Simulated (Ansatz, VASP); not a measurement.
## One calculation of Os, two programs

POSCAR

```
Os
1.0
    2.7393806551      0.0000000000      0.0000000000
   -1.3696903275      2.3723732379      0.0000000000
    0.0000000000      0.0000000000      4.3138178725
Os
2
Direct
    0.3333333333      0.6666666667      0.2500000000
    0.6666666667      0.3333333333      0.7500000000
```

File INCAR.step1:

```
PREC = Accurate
ENCUT = 520
ISMEAR = -1
SIGMA = 0.1
LREAL = F
LASPH = T
NELM = 80
NBANDS = 15
GGA = PE
ALGO = Normal
EDIFF = 1E-4
LWAVE = T
LCHARG = F
```

File INCAR.step2:

```
PREC = Accurate
ENCUT = 520
EDIFF = 1E-6
ISMEAR = -1
SIGMA = 0.1
LREAL = F
LASPH = T
NELM = 80
ALGO = Normal
ISIF = 2
LWAVE = F
LCHARG = F
METAGGA = R2SCAN
LMIXTAU = T
NBANDS = 15
ISTART = 1
```

The input KPOINTS:

```
regular mesh
0
Gamma
  19 19 11
```

Input for Ansatz:

```yaml
crystal:
  lattice:
    - [2.7393806551, 0.0, 0.0]
    - [-1.3696903275, 2.3723732379, 0.0]
    - [0.0, 0.0, 4.3138178725]
  atoms:
    - { symbol: Os, position: [0.3333333333, 0.6666666667, 0.25] }
    - { symbol: Os, position: [0.6666666667, 0.3333333333, 0.75] }
hamiltonian:
  xc: r2scan
  pseudopotentials:
    kind: paw
    azcp:
      Os: "pseudopotentials/Os.paw.azcp"
basis:
  ecutwfc: 500
  fft_grid_basis: typed
kpoints:
  mp_grid: { grid: [19, 19, 11], shift: [0, 0, 0] }
magnetization:
  spin_polarized: false
scf:
  occupations: { method: fermi_dirac, width: 0.1 }
  lower_state_search: "off"
output:
  stress: true
```

Alike in both runs: task single point; functional r2SCAN; k mesh 19 × 19 × 11; occupations fermi-dirac, width 0.1 eV; no spin polarisation.

|  | VASP | Ansatz |
| --- | --- | --- |
| version | VASP 6.6.1 | Ansatz 0.2.0 |
| potentials or method | VASP PAW PBE potentials, release 64 (Os), cutoff 520 eV | plane waves (500 eV) with PAW, scalar-relativistic |
| valence electrons in the cell | 16 | 32 |

```csv
,VASP,Ansatz,Ansatz less VASP
pressure (GPa),1.0,0.0,-0.99
"traceless stress, the component that is largest in VASP (GPa)",0.49,0.47,-0.020
```

VASP's potentials were made for PBE, not for r2SCAN. VASP's potentials hold 16 valence electrons a cell and Ansatz's 32, so a difference there can come from the potentials and not from the codes.

Spin-orbit coupling is off throughout.
